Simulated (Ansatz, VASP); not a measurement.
**As in VASP and in Ansatz**

The input INCAR:

```
SYSTEM = As
PREC     = Accurate       ! precision mode
ENCUT    = 600            ! plane-wave cutoff, eV
EDIFF    = 1E-7           ! SCF threshold, eV
ISMEAR   = -1             ! smearing method
SIGMA    = 0.05           ! smearing width, eV
LREAL    = .FALSE.        ! projectors in reciprocal space
LASPH    = .TRUE.         ! aspherical terms in the spheres
NELM     = 80             ! most SCF steps
ALGO     = Normal         ! electronic algorithm
ISIF     = 3              ! what is computed and relaxed
LWAVE    = .FALSE.        ! write WAVECAR
LCHARG   = .FALSE.        ! write CHGCAR
GGA      = RE             ! functional
IVDW     = 12             ! dispersion correction
IBRION   = 2              ! ionic algorithm
NSW      = 60             ! ionic steps
EDIFFG   = -0.01          ! ionic threshold
```

Contents of KPOINTS:

```
Automatic mesh
0
G
  10 10 10
  0 0 0
```

Contents of POSCAR:

```
As
1.0
    2.7036817444      0.0000000000      0.0000000000
    0.0000000000      2.7036817444      0.0000000000
    0.0000000000      0.0000000000      2.7036817444
As
1
Direct
    0.5000000000      0.5000000000      0.5000000000
```

input.yaml

```yaml
crystal:
  lattice:
    - [2.7036817444, 0.0, 0.0]
    - [0.0, 2.7036817444, 0.0]
    - [0.0, 0.0, 2.7036817444]
  atoms:
    - { symbol: As, position: [0.5, 0.5, 0.5] }
hamiltonian:
  xc: revpbe
  pseudopotentials: { kind: paw }
  dispersion: d3bj
kpoints:
  mp_grid: { grid: [10, 10, 10] }
scf:
  occupations: { method: fermi_dirac, width: 0.05 }
output:
  forces: true
  stress: true
  eigenvalues: true
relax:
  f_tol: 0.01
  max_steps: 40
  cell: { stress_tol: 0.05 }
```

Alike in both runs: task relaxation of cell and atoms; functional revPBE; dispersion D3(BJ); k mesh 10 × 10 × 10; occupations fermi-dirac, width 0.05 eV; no spin polarisation.

```csv
,VASP,Ansatz
version,VASP 6.6.1,Ansatz 0.2.0
potentials or method,"VASP PAW PBE potentials, release 64 (As)",Ansatz PAW
plane-wave cutoff (eV),600,420
valence electrons in the cell,5,15
```

```tsv
	VASP	Ansatz	Ansatz less VASP
gap on the k mesh at the Fermi level, each at its own relaxed structure (eV)	none	none	-
relaxed volume (Å³/atom)	18.93	18.88	-0.043
relaxed cell length with the largest relative difference (Å)	2.665	2.663	-0.0020
```

VASP's potentials were made for PBE, not for revPBE. A gap of «none» marks a metal or a gap that the smearing closes. VASP's potentials hold 5 valence electrons a cell and Ansatz's 15, so a difference there can come from the potentials and not from the codes.

Noted on Ansatz's run: the plane-wave basis is chosen anew once the cell has moved, so the energies of steps on either side of that aren't comparable.
